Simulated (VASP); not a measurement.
Here is a VASP 6.6.1 calculation.

INCAR

```
PREC     = Accurate       # precision mode
ENCUT    = 520            # plane-wave cutoff, eV
EDIFF    = 1E-7           # SCF threshold, eV
ISMEAR   = -1             # smearing method
SIGMA    = 0.1            # smearing width, eV
LREAL    = F              # projectors in reciprocal space
LASPH    = T              # aspherical terms in the spheres
NELM     = 60             # most SCF steps
ALGO     = Normal         # electronic algorithm
ISIF     = 2              # what is computed and relaxed
LWAVE    = F              # write WAVECAR
LCHARG   = F              # write CHGCAR
GGA      = PE             # functional
NBANDS   = 12             # bands
```

KPOINTS

```
Automatic mesh
0
Gamma
  16 16 16
```

POSCAR

```
Nb
1.0
    2.2699716452      0.0000000000      0.0000000000
    0.0000000000      2.2699716452      0.0000000000
    0.0000000000      0.0000000000      2.2699716452
Nb
1
Direct
    0.0000000000      0.0000000000      0.0000000000
```

Potentials or basis: VASP PAW PBE potentials, release 64 (Nb_sv).

Command:

```console
$ cat potpaw_PBE.64/Nb_sv/POTCAR > POTCAR
$ mpirun -np 1 vasp_std > vasp.out
```

(1) Estimate the pressure.

Results:

(1) 203.6 GPa.
